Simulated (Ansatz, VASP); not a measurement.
Two plane-wave programs on SiO3

```
CELL_PARAMETERS angstrom
3.23120 0.00000 0.00000
0.00000 3.23120 0.00000
0.00000 0.00000 3.23120
ATOMIC_POSITIONS crystal
Si 0.00000 0.00000 0.00000
O 0.00000 0.50000 0.50000
O 0.50000 0.00000 0.50000
O 0.50000 0.50000 0.00000
```

Alike in both runs: functional PBE; k mesh 5 × 5 × 5; occupations gaussian, width 0.2 eV; no spin polarisation.

Ansatz relaxed the structure, and its values are those at the end. VASP's run is a single point on that final structure, the one shown.

|  | VASP | Ansatz |
| --- | --- | --- |
| version | VASP 6.6.1 | Ansatz 0.2.0 |
| potentials or method | VASP PAW PBE potentials, release 64 (Si, O), cutoff 600 eV | scalar-relativistic, plane waves, PAW |
| valence electrons in the cell | 22 | 22 |

VASP gave:

| Quantity | Value |
| --- | --- |
| gap on the k mesh at the Fermi level (eV) | none |
| pressure (GPa) | -0.9 |

**Question.** Estimate Ansatz's values.

**Answer.** gap on the k mesh at the Fermi level (eV): none; pressure (GPa): -0.7.

A gap of «none» marks a metal or a gap that the smearing closes. With one functional, cell and mesh, what is left measures potentials, basis and numerics.

The k mesh is coarse, so the values compare programs but aren't converged.
